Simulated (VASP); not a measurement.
In3Se:

```
In Se
1.0
     4.80376    0.00000    0.00000
     0.00000    4.80376    0.00000
     0.00000    0.00000    4.80376
In Se
3 1
Direct
  0.00000 0.50000 0.50000
  0.50000 0.00000 0.50000
  0.50000 0.50000 0.00000
  0.00000 0.00000 0.00000
```

Base run:

```yaml
Program: VASP 6.6.1
Functional: PBE
Potentials_or_basis: VASP PAW PBE potentials, release 64 (In_d, Se)
Cutoff: 520 eV
k_mesh: 6 × 6 × 6
Occupations: gaussian, width 0.1 eV
Spin: no spin polarisation
```

Its results: pressure -0.3 GPa.

After a change of settings the same cell gave: pressure 5.9 GPa. Which change was it?
A. k mesh from 6 × 6 × 6 to 1 × 1 × 1
B. k mesh from 6 × 6 × 6 to 4 × 4 × 4; further incar settings from ALGO = Normal; EDIFF = 1e-06; NBANDS = 30 to ALGO = Normal; EDIFF = 1e-07; NBANDS = 30
C. k mesh from 6 × 6 × 6 to 8 × 8 × 8; further incar settings from ALGO = Normal; EDIFF = 1e-06; NBANDS = 30 to ALGO = Normal; EDIFF = 1e-07; NBANDS = 30
D. k mesh from 6 × 6 × 6 to 4 × 4 × 4, shifted

A.

Caveats: some runs use coarse meshes.
